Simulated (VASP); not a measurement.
A run of VASP 6.6.1 is set up as follows.

INCAR

```
PREC = Accurate
ENCUT = 520
EDIFF = 1E-6
ISMEAR = -1
SIGMA = 0.06122561905347299
LREAL = False
LASPH = True
NELM = 100
ALGO = Normal
ISIF = 2
LWAVE = False
LCHARG = False
GGA = PE
NBANDS = 12
```

KPOINTS

```
regular mesh
0
Gamma
  20 20 20
```

POSCAR

```
In
1.0
   -1.9327005427      1.9327005427      1.9327005427
    1.9327005427     -1.9327005427      1.9327005427
    1.9327005427      1.9327005427     -1.9327005427
In
1
Direct
    0.0000000000      0.0000000000      0.0000000000
```

Potentials or basis: VASP PAW PBE potentials, release 64 (In_d).

Launch:

```sh
$ cat potpaw_PBE.64/In_d/POTCAR > POTCAR
$ mpirun -np 1 vasp_std > vasp.out
```

Problem. What does it give for the band gap on the k mesh?

Solution. Zero (an odd number of electrons rules out a gap without spin polarisation).

Problem. Predict the pressure.

Solution. -1.2 GPa.

Caveat: spin-orbit coupling is left out, which moves the levels of the heavy elements.
